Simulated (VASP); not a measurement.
Runs of VASP 6.6.1 on YB6. The structure is that of space group Pm-3m (No. 221), or close to it. The cells are those of the table. 

```csv
cell,gap on the mesh (eV),pressure (GPa),largest force (eV/Å)
"a = 4.071 Å, 7 atoms",none,-1.0,(a)
"a = 4.154 Å, 7 atoms",none,(b),(c)
"a = 4.029 Å, 7 atoms",none,5.0,2.55
"a = 4.194 Å, 7 atoms",none,-14.7,1.49
"a = 4.113 Å, 7 atoms",none,-6.2,1.98
```

Alike in all rows: task single point; level LDA; potentials or basis VASP PAW LDA potentials, release 64 (Y_sv, B); no spin polarisation; k mesh 7 × 7 × 7; cutoff (eV) 520; smearing methfessel-paxton 0.15 eV.

Q: Fill in the values left out.

A: (a) 2.25; (b) -10.7; (c) 1.73.

Caveats: forces of over 1 eV/Å act on the atoms, so gaps and moduli don't describe the material at rest.

A k mesh can miss the band edges, and the runs leave out spin-orbit coupling on Y.

A gap of «none» marks levels without a gap at the run's occupations.
